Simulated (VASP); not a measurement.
# PtC3 (Pm-3m) in VASP: notebook

PtC3 is run at these levels: PBE; tasks: single point, relaxation of cell and atoms.

Everything below comes from runs of VASP 6.6.1. Logs are shortened: lines on timing, memory, paths and dates and some standing lists are left out, and cuts for length are marked.

**1. The cell of the first run**

Symmetry: Pm-3m, No. 221, cubic system. Conventional cell: a = 3.334 Å, b = 3.334 Å, c = 3.334 Å, α = 90.00°, β = 90.00°, γ = 90.00°. Pt (site symmetry m-3m) has 12 C at 2.36 Å within 3.1 Å. C (site symmetry 4/mmm) has 4 Pt at 2.36 Å and 8 C at 2.36 Å within 3.1 Å.

**2. Single point, PBE**

INCAR

```
PREC = Accurate ; ENCUT = 520
EDIFF = 1E-7 ; ISMEAR = 0
SIGMA = 0.1 ; LREAL = False
LASPH = True ; NELM = 60
ALGO = Normal ; ISIF = 2
LWAVE = False ; LCHARG = True
GGA = PE ; LELF = True
LVHAR = True ; NBANDS = 19
```

KPOINTS

```
regular mesh
0
Gamma
  6 6 6
```

POSCAR

```
PtC3
1.0
    3.3340011319      0.0000000000      0.0000000000
    0.0000000000      3.3340011319      0.0000000000
    0.0000000000      0.0000000000      3.3340011319
Pt C
1 3
Direct
    0.0000000000      0.0000000000      0.0000000000
    0.0000000000      0.5000000000      0.5000000000
    0.5000000000      0.0000000000      0.5000000000
    0.5000000000      0.5000000000      0.0000000000
```

Potentials or basis: VASP PAW PBE potentials, release 64 (Pt, C).

Started as:

```
$ cat potpaw_PBE.64/Pt/POTCAR potpaw_PBE.64/C/POTCAR > POTCAR
$ mpirun -np 1 vasp_std > vasp.out
```

OUTCAR:

```text
PREC = Accurate
   ENCUT = 520
   EDIFF = 1E-7
   ISMEAR = 0
   LREAL = False
   LASPH = True
   NELM = 60
   ISIF = 2
   GGA = PE

 ion  position               nearest neighbor table
   1  0.000  0.000  0.000-   2 2.36   3 2.36   4 2.36   2 2.36   3 2.36   2 2.36   4 2.36   2 2.36
                             3 2.36   4 2.36   3 2.36   4 2.36
   2  0.000  0.500  0.500-   1 2.36   1 2.36   1 2.36   1 2.36
   3  0.500  0.000  0.500-   1 2.36   1 2.36   1 2.36   1 2.36
   4  0.500  0.500  0.000-   1 2.36   1 2.36   1 2.36   1 2.36

  LATTYP: Found a simple cubic cell.
 ALAT       =     3.3340011319

  Lattice vectors:

 A1 = (   3.3340011319,   0.0000000000,   0.0000000000)
 A2 = (   0.0000000000,   3.3340011319,   0.0000000000)
 A3 = (   0.0000000000,   0.0000000000,   3.3340011319)

Analysis of symmetry for initial positions (statically):
=====================================================================
 Subroutine PRICEL returns:
 Original cell was already a primitive cell.

 Routine SETGRP: Setting up the symmetry group for a
 simple cubic supercell.

 Subroutine GETGRP returns: Found 48 space group operations
 (whereof 48 operations were pure point group operations)
 out of a pool of 48 trial point group operations.

The static configuration has the point symmetry O_h .

Analysis of symmetry for dynamics (positions and initial velocities):
=====================================================================
 Subroutine PRICEL returns:
 Original cell was already a primitive cell.

 Routine SETGRP: Setting up the symmetry group for a
 simple cubic supercell.

 Subroutine GETGRP returns: Found 48 space group operations
 (whereof 48 operations were pure point group operations)
 out of a pool of 48 trial point group operations.

The dynamic configuration has the point symmetry O_h .

 Subroutine INISYM returns: Found 48 space group operations
 (whereof 48 operations are pure point group operations),
 and found     1 'primitive' translations

----------------------------------------------------------------------------------------

                                     Primitive cell

  volume of cell :      37.0593

  direct lattice vectors                    reciprocal lattice vectors
     3.334001132  0.000000000  0.000000000     0.299939910  0.000000000  0.000000000
     0.000000000  3.334001132  0.000000000     0.000000000  0.299939910  0.000000000
     0.000000000  0.000000000  3.334001132     0.000000000  0.000000000  0.299939910

  length of vectors
     3.334001132  3.334001132  3.334001132     0.299939910  0.299939910  0.299939910

  position of ions in fractional coordinates (direct lattice)
     0.000000000  0.000000000  0.000000000
     0.000000000  0.500000000  0.500000000
     0.500000000  0.000000000  0.500000000
     0.500000000  0.500000000  0.000000000

  ion indices of the primitive-cell ions
   primitive index   ion index
                 1           1
                 2           2
                 3           3
                 4           4

----------------------------------------------------------------------------------------

 KPOINTS: regular mesh

Automatic generation of k-mesh.
 Grid dimensions read from file:
 generate k-points for:    6    6    6

 Generating k-lattice:

  Cartesian coordinates                     Fractional coordinates (reciprocal lattice)
     0.049989985  0.000000000  0.000000000     0.166666667  0.000000000  0.000000000
     0.000000000  0.049989985  0.000000000     0.000000000  0.166666667  0.000000000
     0.000000000  0.000000000  0.049989985     0.000000000  0.000000000  0.166666667

  Length of vectors
     0.049989985  0.049989985  0.049989985

  Shift w.r.t. Gamma in fractional coordinates (k-lattice)
     0.000000000  0.000000000  0.000000000

 Subroutine IBZKPT returns following result:
 ===========================================

 Found     20 irreducible k-points:

 Following reciprocal coordinates:
            Coordinates               Weight
  0.000000  0.000000  0.000000      1.000000
  0.166667  0.000000  0.000000      6.000000
  0.333333  0.000000  0.000000      6.000000
  0.500000  0.000000  0.000000      3.000000
  0.166667  0.166667  0.000000     12.000000
  0.333333  0.166667  0.000000     24.000000
[... 12 lines left out ...]
  0.500000  0.500000  0.333333      6.000000
  0.500000  0.500000  0.500000      1.000000
   k-points           NKPTS =     20   k-points in BZ     NKDIM =     20   number of bands    NBANDS=     19
   number of dos      NEDOS =    301   number of ions     NIONS =      4
   total plane-waves  NPLWV =  21952
   dimension x,y,z NGX =    28 NGY =   28 NGZ =   28
   dimension x,y,z NGXF=    56 NGYF=   56 NGZF=   56
   ions per type =               1   3
   NGX,Y,Z   is equivalent  to a cutoff of  13.96, 13.96, 13.96 a.u.
   NGXF,Y,Z  is equivalent  to a cutoff of  27.92, 27.92, 27.92 a.u.
 SYSTEM =  unknown system
   PREC   = accura    normal or accurate (medium, high low for compatibility)
   ISTART =      0    job   : 0-new  1-cont  2-samecut
   ICHARG =      2    charge: 1-file 2-atom 10-const
   ISPIN  =      1    spin polarized calculation?
   LNONCOLLINEAR =      F non collinear calculations
   LSORBIT =      F    spin-orbit coupling
   LASPH  =      T    aspherical Exc in radial PAW
   ENCUT  =  520.0 eV  38.22 Ry    6.18 a.u.   6.20  6.20  6.20*2*pi/ulx,y,z
   NELM   =     60;   NELMIN=  2; NELMDL= -5     # of ELM steps
   EDIFF  = 0.1E-06   stopping-criterion for ELM
   LREAL  =      F    real-space projection
   EDIFFG = 0.1E-05   stopping-criterion for IOM
   NSW    =      0    number of steps for IOM
   IBRION =     -1    ionic relax: 0-MD 1-quasi-New 2-CG
   NFREE  =      0    steps in history (QN), initial steepest desc. (CG)
   ISIF   =      2    stress and relaxation
   ISYM   =      2    0-nonsym 1-usesym 2-fastsym
   POTIM  = 0.5000    time-step for ionic-motion
   TEBEG  =    0.0;   TEEND  =   0.0 temperature during run
   PSTRESS=    0.0 pullay stress
   NELECT =      22.0000    total number of electrons
   NUPDOWN=      -1.0000    fix difference up-down
   EMIN   =  10.00;   EMAX   =-10.00  energy-range for DOS
   EFERMI =   0.00;   METHOD = LEGACY
   ISMEAR =     0;   SIGMA  =   0.10  broadening in eV -4-tet -1-fermi 0-gaus
   EFERMI_NEDOS =   21; number of points for ismear=-14 and -15
   IALGO  =     38    algorithm
   IMIX   =      4    mixing-type and parameters
     AMIX     =   0.40;   BMIX     =  1.00
     AMIX_MAG =   1.60;   BMIX_MAG =  1.00
  volume/ion in A,a.u.               =       9.26        62.52
  Fermi-wavevector in a.u.,A,eV,Ry     =   1.375889  2.600053 25.756778  1.893070
  Thomas-Fermi vector in A             =   2.501183
   LORBIT       =      0    0 simple, 1 ext, 2 COOP (PROOUT), +10 PAW based schemes
   GGA     = PE    functional components
   LHFCALC =     F    Hartree Fock is set to
   AEXX    =    0.0000 exact exchange contribution
   IVDW    =     0    specifies the selected vdW correction
   LEPSILON=     F    determine dielectric tensor
   LRPA    =     F    only Hartree local field effects (RPA)
 non-spin polarized calculation
 Gauss-broadening in eV      SIGMA  =   0.10
  energy-cutoff  :      520.00
  volume of cell :       37.06
 maximum number of plane-waves:      1021
 NGX is ok and might be reduce to    28
   NGX = 13   NGY = 13   NGZ = 13

 number of electron      22.0000002 magnetization

 Free energy of the ion-electron system (eV)
  ---------------------------------------------------
  ext. energy  EPLUGINS =         0.00000000
  ---------------------------------------------------
  free energy    TOTEN  =       -20.41728599 eV

  energy without entropy =      -20.40075773  energy(sigma->0) =      -20.40902186

 E-fermi :   9.1316     XC(G=0): -12.9664

 val. band max:        9.0925594186   @ k =   0.3333   0.3333   0.0000
 cond. band min:       9.1367862492   @ k =   0.5000   0.3333   0.1667
 fundamental gap:      0.0442268305
 Fermi energy:         9.1315520200

 k-point     1 :       0.0000    0.0000    0.0000
  band No.  band energies     occupation
      1      -7.1573      2.00000
      2       0.4490      2.00000
      3       0.4490      2.00000
      4       4.2946      2.00000
      5       4.2946      2.00000
      6       4.2946      2.00000
[... 11 lines left out ...]
     18      13.3477      0.00000
     19      26.5285      0.00000

 k-point     2 :       0.1667    0.0000    0.0000
  band No.  band energies     occupation
      1      -6.8085      2.00000
      2      -0.3841      2.00000
      3       0.7123      2.00000
      4       3.6565      2.00000
      5       3.6565      2.00000
      6       4.4982      2.00000
[... 11 lines left out ...]
     18      13.8783      0.00000
     19      24.5882      0.00000

 k-point     3 :       0.3333    0.0000    0.0000
  band No.  band energies     occupation
      1      -5.8008      2.00000
      2      -2.2432      2.00000
      3       1.4899      2.00000
      4       2.8825      2.00000
      5       2.8825      2.00000
      6       4.5060      2.00000
[... 11 lines left out ...]
     18      16.6258      0.00000
     19      21.9203      0.00000

 k-point     4 :       0.5000    0.0000    0.0000
  band No.  band energies     occupation
      1      -4.4541      2.00000
      2      -3.9580      2.00000
      3       2.5491      2.00000
      4       2.5874      2.00000
      5       2.5874      2.00000
      6       3.0219      2.00000
[... 319 lines left out ...]
     18      13.9284      0.00000
     19      24.6302      0.00000

 k-point    19 :       0.5000    0.5000    0.3333
  band No.  band energies     occupation
      1      -2.3092      2.00000
      2      -1.8199      2.00000
      3      -1.8199      2.00000
      4       2.0982      2.00000
      5       3.0466      2.00000
      6       3.1612      2.00000
[... 11 lines left out ...]
     18      13.9628      0.00000
     19      25.7920      0.00000

 k-point    20 :       0.5000    0.5000    0.5000
  band No.  band energies     occupation
      1      -1.8619      2.00000
      2      -1.8619      2.00000
      3      -1.8619      2.00000
      4       2.0620      2.00000
      5       3.1253      2.00000
      6       3.1253      2.00000
[... 11 lines left out ...]
     18      14.0073      0.00000
     19      27.1208      0.00000

------------------------ aborting loop because EDIFF is reached ----------------------------------------

  FORCE on cell =-STRESS in cart. coord.  units (eV):
  Direction    XX          YY          ZZ          XY          YZ          ZX
  --------------------------------------------------------------------------------------
  -------------------------------------------------------------------------------------
  Total        2.2974695      2.2974695      2.2974695     -0.0000000     -0.0000000      0.0000000
  in kB       99.3260381     99.3260381     99.3260381     -0.0000000     -0.0000000      0.0000000
  external PRESSURE =      99.3260381 kB  Pullay stress =       0.0000000 kB

 VOLUME and BASIS-vectors are now :
 -----------------------------------------------------------------------------
  energy-cutoff  :      520.00
  volume of cell :       37.06
      direct lattice vectors                 reciprocal lattice vectors
     3.334001132  0.000000000  0.000000000     0.299939910  0.000000000  0.000000000
     0.000000000  3.334001132  0.000000000     0.000000000  0.299939910  0.000000000
     0.000000000  0.000000000  3.334001132     0.000000000  0.000000000  0.299939910

 POSITION                                       TOTAL-FORCE (eV/Angst)
 -----------------------------------------------------------------------------------
      0.00000      0.00000      0.00000         0.000000      0.000000      0.000000
      0.00000      1.66700      1.66700         0.000000      0.000000      0.000000
      1.66700      0.00000      1.66700         0.000000      0.000000      0.000000
      1.66700      1.66700      0.00000         0.000000      0.000000      0.000000
 -----------------------------------------------------------------------------------
    total drift:                               -0.000000      0.000000      0.000000

  FREE ENERGIE OF THE ION-ELECTRON SYSTEM (eV)
  ---------------------------------------------------
  free  energy   TOTEN  =       -20.4172859852 eV

  energy  without entropy=      -20.4007577341  energy(sigma->0) =      -20.40902186
```

It took 7.6 s on 1 thread of Intel Xeon 6975P-C (Granite Rapids), shared host; peak memory 0.16 GiB.

Results:

```yaml
Free_energy: -20.4173 eV
Pressure: 9.9 GPa
Band_gap_on_the_k_mesh: zero (bands 11 and 12 overlap by 0.62 eV)
```

Levels at points of the mesh, in eV from the Fermi level:
```
           k point  band 7  band 8  band 9  band 10  band 11  band 12  band 13  band 14  band 15  band 16
(0.00, 0.00, 0.00)   -3.45   -3.45   -3.45    -1.24    -1.24     0.82     0.82     0.82     3.55     4.22
(0.50, 0.00, 0.00)   -3.33   -3.04   -1.36    -1.36     0.08     0.80     0.80     0.82     3.96     4.68
(0.50, 0.50, 0.00)   -2.92   -2.03   -1.98    -0.47    -0.22    -0.22    -0.10     3.65     3.65     4.70
(0.50, 0.50, 0.50)   -6.01   -2.51   -2.51    -0.45    -0.45    -0.45     1.18     4.17     4.17     4.17
```

Caveat: the cell stands under pressure; spin-orbit coupling is left out, which moves the levels of the heavy elements.

**3. Single point, PBE**

This run uses another cell than the first one, of 9.74 Å³/atom.

INCAR

```
SYSTEM = PtC3
PREC     = Accurate       ! precision mode
ENCUT    = 520            ! plane-wave cutoff, eV
EDIFF    = 1E-6           ! SCF threshold, eV
ISMEAR   = 0              ! smearing method
SIGMA    = 0.1            ! smearing width, eV
LREAL    = .FALSE.        ! projectors in reciprocal space
LASPH    = .TRUE.         ! aspherical terms in the spheres
NELM     = 100            ! most SCF steps
ALGO     = Normal         ! electronic algorithm
ISIF     = 2              ! what is computed and relaxed
LWAVE    = .FALSE.        ! write WAVECAR
LCHARG   = .TRUE.         ! write CHGCAR
GGA      = PE             ! functional
LELF     = .TRUE.         ! ELF
LVHAR    = .TRUE.       
NBANDS   = 19             ! bands
```

KPOINTS

```
regular mesh
0
G
  6 6 6
  0 0 0
```

POSCAR

```
PtC3
1.0
    3.3901113923      0.0000000000      0.0000000000
    0.0000000000      3.3901113923      0.0000000000
    0.0000000000      0.0000000000      3.3901113923
Pt C
1 3
Direct
    0.0000000000      0.0000000000      0.0000000000
    0.0000000000      0.5000000000      0.5000000000
    0.5000000000      0.0000000000      0.5000000000
    0.5000000000      0.5000000000      0.0000000000
```

Potentials or basis: VASP PAW PBE potentials, release 64 (Pt, C).

Started as:

```
$ cat potpaw_PBE.64/Pt/POTCAR potpaw_PBE.64/C/POTCAR > POTCAR
$ mpirun -np 1 vasp_std > vasp.out
```

It took 7.6 s on 1 thread of Intel Xeon 6975P-C (Granite Rapids), shared host; peak memory 0.16 GiB.

The run converged. Its results:

```yaml
Free_energy: -20.4748 eV
Pressure: -0.1 GPa
Band_gap_on_the_k_mesh: zero (bands 11 and 12 overlap by 0.78 eV)
```

Levels at points of the mesh, in eV from the Fermi level:
| k point | band 9 | band 10 | band 11 | band 12 | band 13 | band 14 |
| --- | --- | --- | --- | --- | --- | --- |
| (0.00, 0.00, 0.00) | -3.20 | -1.35 | -1.35 | 0.90 | 0.90 | 0.90 |
| (0.50, 0.00, 0.00) | -1.18 | -1.18 | -0.11 | 0.79 | 0.79 | 0.85 |
| (0.50, 0.50, 0.00) | -1.82 | -0.34 | -0.27 | -0.20 | -0.20 | 3.47 |
| (0.50, 0.50, 0.50) | -2.34 | -0.54 | -0.54 | -0.54 | 1.15 | 4.04 |

Caveat: spin-orbit coupling is left out, which moves the levels of the heavy elements.

**4. Relaxation of cell and atoms, PBE**

INCAR

```
SYSTEM = PtC3
PREC = Accurate ; ENCUT = 600
EDIFF = 1E-7 ; ISMEAR = 0
SIGMA = 0.1 ; LREAL = .False.
LASPH = .True. ; NELM = 100
ALGO = Normal ; ISIF = 3
LWAVE = .False. ; LCHARG = .False.
GGA = PE ; IBRION = 2
NSW = 90 ; EDIFFG = -0.04
```

KPOINTS

```
Automatic mesh
0
Gamma
  6 6 6
  0 0 0
```

POSCAR

```
PtC3
1.0
    3.3340011319      0.0000000000      0.0000000000
    0.0000000000      3.3340011319      0.0000000000
    0.0000000000      0.0000000000      3.3340011319
Pt C
1 3
Direct
    0.0000000000      0.0000000000      0.0000000000
    0.0000000000      0.5000000000      0.5000000000
    0.5000000000      0.0000000000      0.5000000000
    0.5000000000      0.5000000000      0.0000000000
```

Started as:

```
$ cat potpaw_PBE.64/Pt/POTCAR potpaw_PBE.64/C/POTCAR > POTCAR
$ mpirun -np 1 vasp_std > vasp.out
```

It took 16 s on 1 thread of Intel Xeon 6975P-C (Granite Rapids), shared host; peak memory 0.17 GiB.

The run converged. Its results:

```
Free energy                           : -20.4739 eV
Relaxed volume                        : 9.73 Å³/atom
Relaxed cell                          : a = 3.389 Å, b = 3.389 Å, c = 3.389 Å, α = 90.00°, β = 90.00°, γ = 90.00°
Space group after relaxing (to 0.1 Å) : Pm-3m (No. 221)
Energy gained by relaxing             : 13.8 meV/atom
Ionic steps                           : 3
Pressure after relaxing               : 0.0 GPa
Band gap on the k mesh                : zero (bands 11 and 12 overlap by 0.78 eV)
```

Step by step:
| step | energy change (eV) | largest force (eV/Å) | pressure (GPa) | volume (Å³) |
| --- | --- | --- | --- | --- |
| 1 | 0.0000 | 0.0000 | 9.86 | 37.06 |
| 2 | -0.0324 | 0.0000 | -5.63 | 40.20 |
| 3 | -0.0553 | 0.0000 | 0.02 | 38.93 |

Final structure:
```xyz
4
Lattice="3.3892 0.0000 0.0000 0.0000 3.3892 0.0000 0.0000 0.0000 3.3892" Properties=species:S:1:pos:R:3 pbc="T T T"
Pt    0.0000    0.0000    0.0000
C     0.0000    1.6946    1.6946
C     1.6946    0.0000    1.6946
C     1.6946    1.6946    0.0000
```

Levels at points of the mesh, in eV from the Fermi level:
| k point | band 9 | band 10 | band 11 | band 12 | band 13 | band 14 |
| --- | --- | --- | --- | --- | --- | --- |
| (0.00, 0.00, 0.00) | -3.20 | -1.35 | -1.35 | 0.90 | 0.90 | 0.90 |
| (0.50, 0.00, 0.00) | -1.19 | -1.19 | -0.11 | 0.79 | 0.79 | 0.85 |
| (0.50, 0.50, 0.00) | -1.82 | -0.34 | -0.27 | -0.20 | -0.20 | 3.47 |
| (0.50, 0.50, 0.50) | -2.34 | -0.54 | -0.54 | -0.54 | 1.15 | 4.04 |

Caveat: spin-orbit coupling is left out, which moves the levels of the heavy elements.

**5. Single point, PBE**

This run uses another cell than the first one, of 9.72 Å³/atom.

INCAR

```
  PREC = Accurate
  ENCUT = 520
  EDIFF = 1E-6
  ISMEAR = 0
  SIGMA = 0.1
  LREAL = False
  LASPH = True
  NELM = 60
  ALGO = Normal
  ISIF = 2
  LWAVE = False
  LCHARG = False
  GGA = PE
  NBANDS = 19
```

KPOINTS

```
regular mesh
0
Gamma
  14 14 14
```

POSCAR

```
PtC3
1.0
    3.3874701555      0.0000000000      0.0000000000
    0.0000000000      3.3874701555      0.0000000000
    0.0000000000      0.0000000000      3.3874701555
Pt C
1 3
Direct
    0.0000000000      0.0000000000      0.0000000000
    0.0000000000      0.5000000000      0.5000000000
    0.5000000000      0.0000000000      0.5000000000
    0.5000000000      0.5000000000      0.0000000000
```

Started as:

```
$ cat potpaw_PBE.64/Pt/POTCAR potpaw_PBE.64/C/POTCAR > POTCAR
$ mpirun -np 1 vasp_std > vasp.out
```

It took 31 s on 1 thread of Intel Xeon 6975P-C (Granite Rapids), shared host; peak memory 0.22 GiB.

Results (log left out):

```
Free energy            : -20.4907 eV
Pressure               : -0.1 GPa
Band gap on the k mesh : zero (bands 11 and 12 overlap by 1.05 eV)
```

Levels at points of the mesh, in eV from the Fermi level:
| k point | band 7 | band 8 | band 9 | band 10 | band 11 | band 12 | band 13 | band 14 | band 15 | band 16 |
| --- | --- | --- | --- | --- | --- | --- | --- | --- | --- | --- |
| (0.00, 0.00, 0.00) | -3.26 | -3.26 | -3.26 | -1.41 | -1.41 | 0.80 | 0.80 | 0.80 | 3.35 | 3.95 |
| (0.50, 0.00, 0.00) | -3.15 | -2.91 | -1.28 | -1.28 | -0.18 | 0.71 | 0.71 | 0.75 | 3.69 | 4.39 |
| (0.50, 0.50, 0.00) | -2.77 | -1.96 | -1.91 | -0.45 | -0.34 | -0.29 | -0.29 | 3.40 | 3.40 | 4.41 |
| (0.50, 0.50, 0.50) | -5.74 | -2.39 | -2.39 | -0.59 | -0.59 | -0.59 | 1.08 | 3.95 | 3.95 | 3.95 |

Caveat: spin-orbit coupling is left out, which moves the levels of the heavy elements.

[end of part 1 of 2]

The gap in the log of VASP goes by the Fermi energy; the results here count the filled bands.